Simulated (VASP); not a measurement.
Input of a VASP 6.6.1 run:

The input INCAR:

```
SYSTEM = KTaO3
PREC = Accurate
ENCUT = 520
EDIFF = 1E-7
ISMEAR = 0
SIGMA = 0.05
LREAL = .False.
LASPH = .True.
NELM = 100
ALGO = Normal
ISIF = 2
LWAVE = .False.
LCHARG = .False.
GGA = PE
NBANDS = 27
```

The input KPOINTS:

```
Automatic mesh
0
Gamma
  8 8 8
  0 0 0
```

The input POSCAR:

```
KTaO3
1.0
    4.1161961899      0.0000000000      0.0000000000
    0.0000000000      4.1161961899      0.0000000000
    0.0000000000      0.0000000000      4.1161961899
K Ta O
1 1 3
Direct
    0.0000000000      0.0000000000      0.0000000000
    0.5000000000      0.5000000000      0.5000000000
    0.0000000000      0.5000000000      0.5000000000
    0.5000000000      0.5000000000      0.0000000000
    0.5000000000      0.0000000000      0.5000000000
```

Potentials or basis: VASP PAW PBE potentials, release 64 (K_sv, Ta_pv, O).

Launch:

```sh
$ cat potpaw_PBE.64/K_sv/POTCAR potpaw_PBE.64/Ta_pv/POTCAR potpaw_PBE.64/O/POTCAR > POTCAR
$ mpirun -np 1 vasp_std > vasp.out
```

(1) Predict the pressure.

(2) Estimate the band gap on the k mesh.

Answers

(1) -10.5 GPa.

(2) 1.96 eV, indirect (least direct gap 2.60 eV).

Caveat: spin-orbit coupling is left out, which moves the levels of the heavy elements.
